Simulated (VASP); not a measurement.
MnO2:

```
Mn O
1.0
     2.97625    0.00000    0.00000
    -1.48813    2.57751    0.00000
     0.00000    0.00000    4.70269
Mn O
1 2
Cartesian
  0.0000 0.0000 0.0000
  0.0000 1.7183 0.9740
  1.4881 0.8592 3.7287
```

| Item | Value |
| --- | --- |
| Program | VASP 6.6.1 |
| Task | relaxation of shape and atoms at fixed volume |
| Functional | PBE |
| Potentials or basis | VASP PAW PBE potentials, release 64 (Mn_pv, O) |
| Cutoff | 600 eV |
| k mesh | 10 × 10 × 6 |
| Occupations | gaussian, width 0.05 eV |
| Spin | collinear spin, ferrimagnetic start |
| Starting moments | [3.15, -0.15, -0.15] μB |
| Hubbard terms | Mn d U = 3.9 eV |

At the start: pressure -7.3 GPa; volume 12.03 Å³/atom.

Q: How do energy, volume and symmetry change on relaxing?

A: Over 5 steps the energy falls by 19.7 meV/atom; space group P-3m1 (No. 164, to 0.05 Å); moment 3.00 μB per cell.

Step by step:
| step | energy change (eV) | largest force (eV/Å) | pressure (GPa) | volume (Å³) |
| --- | --- | --- | --- | --- |
| 1 | 0.0000 | 0.6485 | -7.32 | 36.08 |
| 2 | -0.0379 | 0.2280 | -3.95 | 36.08 |
| 3 | -0.0481 | 0.1422 | -0.92 | 36.08 |
| 4 | -0.0574 | 0.0571 | -0.02 | 36.08 |
| 5 | -0.0590 | 0.0007 | 0.49 | 36.08 |

Final structure:
```xyz
3
Lattice="2.9153 0.0000 0.0000 -1.4576 2.5247 0.0000 0.0000 0.0000 4.9014" Properties=species:S:1:pos:R:3 pbc="T T T"
Mn    0.0000    0.0000    0.0000
O     0.0000    1.6831    0.9572
O     1.4576    0.8416    3.9441
```

Caveat: a cell with one magnetic atom can't hold antiferromagnetic order, which such compounds often take.
